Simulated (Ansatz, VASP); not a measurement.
# Two plane-wave programs on CuO

INCAR

```
SYSTEM = CuO
ALGO = Normal
EDIFF = 1E-7
ENCUT = 520
GGA = PE
ISIF = 2
ISMEAR = 0
LASPH = .True.
LCHARG = .False.
LREAL = .False.
LWAVE = .False.
NBANDS = 25
NELM = 100
PREC = Accurate
SIGMA = 0.1
```

The input KPOINTS:

```
k-points
0
Gamma
  8 8 4
  0 0 0
```

Contents of POSCAR:

```
CuO
1.0
    2.3404404522     -1.7107783127     -0.0229301573
    2.3197430003      1.6824555157     -0.0101368612
   -0.8908838133      0.0240860588      5.0786274137
Cu O
2 2
Direct
   -0.0082652229      0.4939545091     -0.0055067082
    0.4909130835     -0.0195801087      0.4987901057
    0.5733962104      0.3983939412      0.2576963426
    0.3918683292      0.5610426818      0.7397132466
```

Input for Ansatz:

```yaml
crystal:
  lattice:
    - [2.3404404522, -1.7107783127, -0.0229301573]
    - [2.3197430003, 1.6824555157, -0.0101368612]
    - [-0.8908838133, 0.0240860588, 5.0786274137]
  atoms:
    - { symbol: Cu, position: [-0.0082652229, 0.4939545091, -0.0055067082] }
    - { symbol: Cu, position: [0.4909130835, -0.0195801087, 0.4987901057] }
    - { symbol: O, position: [0.5733962104, 0.3983939412, 0.2576963426] }
    - { symbol: O, position: [0.3918683292, 0.5610426818, 0.7397132466] }
basis:
  ecutwfc: 420
kpoints:
  mp_grid: { grid: [8, 8, 4] }
hamiltonian:
  xc: pbe
scf:
  occupations: { method: gaussian, width: 0.1 }
output:
  forces: true
  stress: true
  eigenvalues: true
```

Change from the starting cell: kmesh displaced: [8, 8, 4] Gamma-centred.

Alike in both runs: task single point; functional PBE; k mesh 8 × 8 × 4; occupations gaussian, width 0.1 eV; no spin polarisation.

|  | VASP | Ansatz |
| --- | --- | --- |
| version | VASP 6.6.1 | Ansatz 0.2.0 |
| potentials or method | VASP PAW PBE potentials, release 64 (Cu, O), cutoff 520 eV | scalar-relativistic, plane waves, PAW |
| valence electrons in the cell | 34 | 50 |

|  | VASP | Ansatz | Ansatz less VASP |
| --- | --- | --- | --- |
| gap on the k mesh at the Fermi level (eV) | none | none | - |
| pressure (GPa) | 7.9 | 7.2 | -0.70 |
| traceless stress, the component that is largest in VASP (GPa) | 2.24 | 2.15 | -0.090 |
| rms of the force components (eV/Å) | 0.338 | 0.331 | -0.0071 |

Atom by atom the forces differ by 0.024 eV/Å (rms over components). A gap of «none» marks a metal or a gap that the smearing closes. With one functional, cell and mesh, what is left measures potentials, basis and numerics. VASP's potentials hold 34 valence electrons a cell and Ansatz's 50, so a difference there can come from the potentials and not from the codes.
